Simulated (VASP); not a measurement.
Runs of VASP 6.6.1 on Bi. The structure is that of space group I4/mmm (No. 139), or close to it. The cells are those of the table. 

```tsv
cell	further INCAR settings	gap on the mesh (eV)	pressure (GPa)
a = 3.340 Å, angles 116.0, 116.0, 97.0°, 1 atom	ALGO = Fast; EDIFF = 1e-06; NBANDS = 14	none	6.3
a = 3.440 Å, angles 105.7, 105.7, 117.3°, 1 atom	ALGO = Fast; EDIFF = 1e-06; NBANDS = 14	none	(a)
a = 3.434 Å, angles 116.0, 116.0, 97.0°, 1 atom	ALGO = Fast; EDIFF = 1e-07; NBANDS = 14	none	0.3
a = 3.348 Å, angles 105.7, 105.7, 117.3°, 1 atom	ALGO = Fast; EDIFF = 1e-06; NBANDS = 14	none	4.2
a = 3.496 Å, angles 123.4, 123.4, 84.2°, 1 atom	ALGO = Fast; EDIFF = 1e-06; NBANDS = 14	none	4.2
a = 3.441 Å, angles 113.7, 113.7, 101.2°, 1 atom	ALGO = Fast; EDIFF = 1e-06; NBANDS = 14	none	(b)
a = 3.435 Å, angles 118.4, 118.4, 92.7°, 1 atom	ALGO = Fast; EDIFF = 1e-06; NBANDS = 14	none	2.0
a = 3.372 Å, angles 116.0, 116.0, 97.0°, 1 atom	ALGO = Fast; EDIFF = 1e-06; NBANDS = 14	none	4.0
```

Alike in all rows: task single point; level PBE+D3(BJ); potentials or basis VASP PAW PBE potentials, release 64 (Bi_d); no spin polarisation; k mesh 18 × 18 × 18; cutoff (eV) 520; smearing gaussian 0.15 eV.

Estimate the missing entries.

(a) -1.0; (b) -1.2.

Caveats: spin-orbit coupling is left out, which moves the levels of the heavy elements; pairwise dispersion overbinds metals, which lowers pressure and volume.

A k mesh can miss the band edges, and the runs leave out spin-orbit coupling on Bi.

A gap of «none» marks levels without a gap at the run's occupations.
